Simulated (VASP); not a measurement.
# LiBr (Fm-3m) in VASP: electric field gradients with PBE

Aim: the electric field gradients of LiBr with PBE.

Program: VASP 6.6.1. These are calculated values, not measurements. Logs are shortened: lines on timing, memory, paths and dates and some standing lists are left out, and cuts for length are marked.

**1. The cell of the first run**

The structure is cubic, space group Fm-3m (No. 225). Conventional cell: a = 5.489 Å, b = 5.489 Å, c = 5.489 Å, α = 90.00°, β = 90.00°, γ = 90.00°. Li (site symmetry m-3m) has 6 Br at 2.74 Å within 3.6 Å. Br (site symmetry m-3m) has 6 Li at 2.74 Å within 3.6 Å.

**2. Electric field gradients, PBE, non-collinear spin, zero start, spin-orbit coupling**

Contents of INCAR:

```
PREC = Accurate
ENCUT = 650
EDIFF = 1E-8
ISMEAR = -1
SIGMA = 0.03
LREAL = False
LASPH = True
NELM = 200
ALGO = Normal
ISIF = 2
LWAVE = False
LCHARG = False
MAGMOM = 0 0 0 0 0 0
LORBIT = 11
LSORBIT = True
GGA_COMPAT = False
LORBMOM = True
GGA = PE
LEFG = True
NBANDS = 22
```

Contents of KPOINTS:

```
Automatic mesh
0
Gamma
  8 8 8
```

Contents of POSCAR:

```
LiBr
1.0
    0.0000000000      2.7445000000      2.7445000000
    2.7445000000      0.0000000000      2.7445000000
    2.7445000000      2.7445000000      0.0000000000
Li Br
1 1
Direct
    0.0000000000      0.0000000000      0.0000000000
    0.5000000000      0.5000000000      0.5000000000
```

Potentials or basis: VASP PAW PBE potentials, release 64 (Li_sv, Br).

On the command line:

```console
$ cat potpaw_PBE.64/Li_sv/POTCAR potpaw_PBE.64/Br/POTCAR > POTCAR
$ mpirun -np 1 vasp_ncl > vasp.out
```

OUTCAR:

```text
PREC = Accurate
   ENCUT = 650
   EDIFF = 1E-8
   ISMEAR = -1
   LREAL = False
   LASPH = True
   NELM = 200
   ISIF = 2
   LORBIT = 11
   LSORBIT = True
   GGA = PE

 ion  position               nearest neighbor table
   1  0.000  0.000  0.000-
   2  0.500  0.500  0.500-

  LATTYP: Found a face centered cubic cell.
 ALAT       =     5.4890000000

  Lattice vectors:

 A1 = (   0.0000000000,   2.7445000000,   2.7445000000)
 A2 = (   2.7445000000,   0.0000000000,   2.7445000000)
 A3 = (   2.7445000000,   2.7445000000,   0.0000000000)

Analysis of symmetry for initial positions (statically):
=====================================================================
 Subroutine PRICEL returns:
 Original cell was already a primitive cell.

 Routine SETGRP: Setting up the symmetry group for a
 face centered cubic supercell.

 Subroutine GETGRP returns: Found 48 space group operations
 (whereof 48 operations were pure point group operations)
 out of a pool of 48 trial point group operations.

The static configuration has the point symmetry O_h .

Analysis of symmetry for dynamics (positions and initial velocities):
=====================================================================
 Subroutine PRICEL returns:
 Original cell was already a primitive cell.

 Routine SETGRP: Setting up the symmetry group for a
 face centered cubic supercell.

 Subroutine GETGRP returns: Found 48 space group operations
 (whereof 48 operations were pure point group operations)
 out of a pool of 48 trial point group operations.

The dynamic configuration has the point symmetry O_h .

Analysis of structural, dynamic, and magnetic symmetry:
=====================================================================
 Subroutine PRICEL returns:
 Original cell was already a primitive cell.

 Routine SETGRP: Setting up the symmetry group for a
 face centered cubic supercell.

 Subroutine GETGRP returns: Found 48 space group operations
 (whereof 48 operations were pure point group operations)
 out of a pool of 48 trial point group operations.

The overall configuration has the point symmetry O_h .

 Subroutine INISYM returns: Found 48 space group operations
 (whereof 48 operations are pure point group operations),
 and found     1 'primitive' translations

----------------------------------------------------------------------------------------

                                     Primitive cell

  volume of cell :      41.3447

  direct lattice vectors                    reciprocal lattice vectors
     0.000000000  2.744500000  2.744500000    -0.182182547  0.182182547  0.182182547
     2.744500000  0.000000000  2.744500000     0.182182547 -0.182182547  0.182182547
     2.744500000  2.744500000  0.000000000     0.182182547  0.182182547 -0.182182547

  length of vectors
     3.881309122  3.881309122  3.881309122     0.315549428  0.315549428  0.315549428

  position of ions in fractional coordinates (direct lattice)
     0.000000000  0.000000000  0.000000000
     0.500000000  0.500000000  0.500000000

  ion indices of the primitive-cell ions
   primitive index   ion index
                 1           1
                 2           2

----------------------------------------------------------------------------------------

 KPOINTS: Automatic mesh

Automatic generation of k-mesh.
 Grid dimensions read from file:
 generate k-points for:    8    8    8
[... 726 lines left out ...]
  -------------------------------------------------------------------------------------
  Total        0.0629219      0.0629219      0.0629219      0.0000000      0.0000000      0.0000000
  in kB        2.4383305      2.4383305      2.4383305      0.0000000      0.0000000      0.0000000
  external PRESSURE =       2.4383305 kB  Pullay stress =       0.0000000 kB

 VOLUME and BASIS-vectors are now :
 -----------------------------------------------------------------------------
  energy-cutoff  :      650.00
  volume of cell :       41.34
      direct lattice vectors                 reciprocal lattice vectors
     0.000000000  2.744500000  2.744500000    -0.182182547  0.182182547  0.182182547
     2.744500000  0.000000000  2.744500000     0.182182547 -0.182182547  0.182182547
     2.744500000  2.744500000  0.000000000     0.182182547  0.182182547 -0.182182547

 POSITION                                       TOTAL-FORCE (eV/Angst)
 -----------------------------------------------------------------------------------
      0.00000      0.00000      0.00000        -0.000000     -0.000000      0.000000
      2.74450      2.74450      2.74450         0.000000      0.000000     -0.000000
 -----------------------------------------------------------------------------------
    total drift:                               -0.000000     -0.000000     -0.000000

  FREE ENERGIE OF THE ION-ELECTRON SYSTEM (eV)
  ---------------------------------------------------
  free  energy   TOTEN  =        -6.6676396854 eV

  energy  without entropy=       -6.6676396854  energy(sigma->0) =       -6.66763969

 Electric field gradients (V/A^2)
---------------------------------------------------------------------
 ion       V_xx      V_yy      V_zz      V_xy      V_xz      V_yz
---------------------------------------------------------------------
   1       0.000     0.000     0.000    -0.004    -0.004    -0.004
   2       0.000     0.000     0.000    -0.000    -0.000    -0.000
---------------------------------------------------------------------

 Electric field gradients after diagonalization (V/A^2)
 (convention: |V_zz| > |V_xx| > |V_yy|)
----------------------------------------------------------------------
 ion       V_xx      V_yy      V_zz     asymmetry (V_yy - V_xx)/ V_zz
----------------------------------------------------------------------
   1       0.004     0.004    -0.007       0.000
   2       0.000     0.000    -0.001       0.000
----------------------------------------------------------------------

           NMR quadrupolar parameters

 Cq : quadrupolar parameter    Cq=e*Q*V_zz/h
 eta: asymmetry parameters     (V_yy - V_xx)/ V_zz
 Q  : nuclear electric quadrupole moment in mb (millibarn)
----------------------------------------------------------------------
 ion       Cq(MHz)       eta       Q (mb)
----------------------------------------------------------------------
   1      -0.000       0.000       1.000
   2      -0.000       0.000       1.000
----------------------------------------------------------------------

 orbital moment (x)

 # of ion     p       d       tot
 ----------------------------------------
  1         0.000   0.000   0.000
  2         0.000  -0.000  -0.000
 ----------------------------------------
            0.000  -0.000  -0.000

 orbital moment (y)

 # of ion     p       d       tot
 ----------------------------------------
  1         0.000   0.000   0.000
  2         0.000   0.000   0.000
 ----------------------------------------
            0.000   0.000   0.000

 orbital moment (z)

 # of ion     p       d       tot
 ----------------------------------------
  1         0.000   0.000   0.000
  2         0.000  -0.000  -0.000
 ----------------------------------------
            0.000  -0.000  -0.000

 Spin-Orbit-Coupling matrix elements

 Ion:    1  E_soc:     -0.0000005
 l=   1
     0.0000000    -0.0000001    -0.0000001
    -0.0000001     0.0000000    -0.0000001
    -0.0000001    -0.0000001     0.0000000
 l=   2
     0.0000000     0.0000000     0.0000000     0.0000000     0.0000000
     0.0000000     0.0000000     0.0000000     0.0000000     0.0000000
     0.0000000     0.0000000     0.0000000     0.0000000     0.0000000
     0.0000000     0.0000000     0.0000000     0.0000000     0.0000000
     0.0000000     0.0000000     0.0000000     0.0000000     0.0000000
 l=   3
     0.0000000     0.0000000     0.0000000     0.0000000     0.0000000     0.0000000     0.0000000
     0.0000000     0.0000000     0.0000000     0.0000000     0.0000000     0.0000000     0.0000000
     0.0000000     0.0000000     0.0000000     0.0000000     0.0000000     0.0000000     0.0000000
     0.0000000     0.0000000     0.0000000     0.0000000     0.0000000     0.0000000     0.0000000
     0.0000000     0.0000000     0.0000000     0.0000000     0.0000000     0.0000000     0.0000000
     0.0000000     0.0000000     0.0000000     0.0000000     0.0000000     0.0000000     0.0000000
     0.0000000     0.0000000     0.0000000     0.0000000     0.0000000     0.0000000     0.0000000

 Ion:    2  E_soc:     -0.0503675
 l=   1
     0.0000000    -0.0083931    -0.0083931
    -0.0083931     0.0000000    -0.0083931
    -0.0083931    -0.0083931     0.0000000
 l=   2
     0.0000000    -0.0000003     0.0000000    -0.0000003    -0.0000012
    -0.0000003     0.0000000    -0.0000009    -0.0000003    -0.0000003
     0.0000000    -0.0000009     0.0000000    -0.0000009     0.0000000
    -0.0000003    -0.0000003    -0.0000009     0.0000000    -0.0000003
    -0.0000012    -0.0000003     0.0000000    -0.0000003     0.0000000
 l=   3
     0.0000000     0.0000000     0.0000000     0.0000000     0.0000000     0.0000000     0.0000000
     0.0000000     0.0000000     0.0000000     0.0000000     0.0000000     0.0000000     0.0000000
     0.0000000     0.0000000     0.0000000     0.0000000     0.0000000     0.0000000     0.0000000
     0.0000000     0.0000000     0.0000000     0.0000000     0.0000000     0.0000000     0.0000000
     0.0000000     0.0000000     0.0000000     0.0000000     0.0000000     0.0000000     0.0000000
     0.0000000     0.0000000     0.0000000     0.0000000     0.0000000     0.0000000     0.0000000
     0.0000000     0.0000000     0.0000000     0.0000000     0.0000000     0.0000000     0.0000000

 total charge

# of ion       s       p       d       tot
------------------------------------------
    1        2.005   0.032   0.000   2.038
    2        1.602   3.311   0.005   4.918
--------------------------------------------------
tot          3.607   3.343   0.005   6.956

 magnetization (x)

# of ion       s       p       d       tot
------------------------------------------
    1        0.000  -0.000   0.000   0.000
    2       -0.000   0.000   0.000  -0.000
--------------------------------------------------
tot         -0.000   0.000   0.000  -0.000

 magnetization (y)

# of ion       s       p       d       tot
------------------------------------------
    1        0.000   0.000   0.000   0.000
    2        0.000   0.000   0.000   0.000
--------------------------------------------------
tot          0.000   0.000   0.000   0.000

 magnetization (z)

# of ion       s       p       d       tot
------------------------------------------
    1        0.000  -0.000   0.000  -0.000
    2        0.000   0.000   0.000   0.000
--------------------------------------------------
tot          0.000   0.000   0.000   0.000
```

Run time: 2.2 min. Hardware: 1 thread of Oxide Virtual Turin-like, shared host; peak memory 0.31 GiB.

What came out:

| Quantity | Value |
| --- | --- |
| Free energy | -6.6676 eV |
| Pressure | 0.2 GPa |
| Net moment | 0.00 μB per cell |
| Largest electric field gradient by atom | under 0.05 V/Å² on every atom |
| Valence electrons inside the program's atomic spheres | Li 2.04; Br 4.92 |

Moments on the atoms (μB; x, y, z):
```
Li  0.00 0.00 0.00
Br  0.00 0.00 0.00
```
